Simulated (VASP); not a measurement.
Input of a VASP 6.6.1 run:

The input INCAR:

```
ALGO = Normal
EDIFF = 1E-7
ENCUT = 520
ISIF = 2
ISMEAR = 0
LASPH = True
LCHARG = False
LREAL = False
LWAVE = False
NBANDS = 16
NELM = 80
PREC = Accurate
SIGMA = 0.01
```

KPOINTS

```
k-points
0
Gamma
  10 10 10
```

Contents of POSCAR:

```
Si
1.0
   -3.3716811986      3.3716811986      1.9392636965
    3.3716811986     -3.3716811986      1.9392636965
    3.3716811986      3.3716811986     -1.9392636965
Si
4
Direct
    0.1783301945      0.1783301945      0.3566603891
    0.8216698055      0.8216698055      0.6433396109
    0.1783301945      0.8216698055      0.0000000000
    0.8216698055      0.1783301945      0.0000000000
```

Potentials or basis: VASP PAW LDA potentials, release 64 (Si).

Command:

```console
$ cat potpaw_LDA.64/Si/POTCAR > POTCAR
$ mpirun -np 1 vasp_std > vasp.out
```

Q: What does it give for the pressure?

A: -4.5 GPa.

Q: What does it give for the band gap on the k mesh?

A: 0.34 eV (least direct gap 0.41 eV).

Caveat: the cell stands under tension; semilocal functionals underestimate gaps, and a narrow one can read as zero. A k mesh can miss the band edges.
